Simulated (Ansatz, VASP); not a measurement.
**One calculation of BN2, two programs**

```
CELL_PARAMETERS angstrom
-0.00061 0.00198 2.95679
3.60884 0.00388 0.00060
-0.00448 3.61304 -0.00253
ATOMIC_POSITIONS crystal
B 0.33362 0.50000 0.50000
B 0.83356 0.00000 0.99998
N 0.58320 0.36769 0.86770
N 0.08319 0.86767 0.63228
N 0.58321 0.63235 0.13236
N 0.08323 0.13228 0.36767
```

Change from the starting cell: CaCl2 type (Pnnm, No. 58); cell x1, atoms moved at random (sigma 0.15 Å) and cell strained at random (1.5 %), then relaxed without symmetry.

Alike in both runs: functional PBE; k mesh 10 × 8 × 6; occupations gaussian, width 0.1 eV; no spin polarisation.

Ansatz relaxed the structure, and its values are those at the end. VASP's run is a single point on that final structure, the one shown.

```csv
,VASP,Ansatz
version,VASP 6.6.1,Ansatz 0.2.0
potentials or method,"VASP PAW PBE potentials, release 64 (B, N), cutoff 520 eV","scalar-relativistic, plane waves, PAW"
valence electrons in the cell,26,26
```

```tsv
	VASP	Ansatz	Ansatz less VASP
gap on the k mesh at the Fermi level (eV)	none	none	-
pressure (GPa)	0.2	0.0	-0.20
rms of the force components (eV/Å)	0.040	0.002	-0.0373
```

A gap of «none» marks a metal or a gap that the smearing closes. With one functional, cell and mesh, what is left measures potentials, basis and numerics.
